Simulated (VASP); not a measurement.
Here is a VASP 6.6.1 calculation.

The input INCAR:

```
PREC     = Accurate       # precision mode
ENCUT    = 520            # plane-wave cutoff, eV
EDIFF    = 1E-6           # SCF threshold, eV
ISMEAR   = 0              # smearing method
SIGMA    = 0.1            # smearing width, eV
LREAL    = False          # projectors in reciprocal space
LASPH    = True           # aspherical terms in the spheres
NELM     = 100            # most SCF steps
ALGO     = Normal         # electronic algorithm
ISIF     = 2              # what is computed and relaxed
LWAVE    = False          # write WAVECAR
LCHARG   = False          # write CHGCAR
GGA      = PE             # functional
NBANDS   = 29             # bands
```

KPOINTS

```
Automatic mesh
0
Gamma
  10 10 10
```

The input POSCAR:

```
TiSi2
1.0
    1.7881002710     -6.8809636639      0.0000000000
    1.7881002710      6.8809636639      0.0000000000
    0.0000000000      0.0000000000      3.6036450956
Ti Si
2 4
Direct
    0.8961455578      0.1038544422      0.7500000000
    0.1038544422      0.8961455578      0.2500000000
    0.5584522422      0.4415477578      0.7500000000
    0.4415477578      0.5584522422      0.2500000000
    0.2499109202      0.7500890798      0.7500000000
    0.7500890798      0.2499109202      0.2500000000
```

Potentials or basis: VASP PAW PBE potentials, release 64 (Ti_sv, Si).

Run with:

```sh
$ cat potpaw_PBE.64/Ti_sv/POTCAR potpaw_PBE.64/Si/POTCAR > POTCAR
$ mpirun -np 1 vasp_std > vasp.out
```

(1) What does it give for the band gap on the k mesh?

(2) Estimate the pressure.

(3) Estimate the largest force.

Results:

(1) zero (bands 20 and 21 overlap by 0.97 eV).

(2) -3.5 GPa.

(3) 0.016 eV/Å.

Caveat: the cell stands under tension.
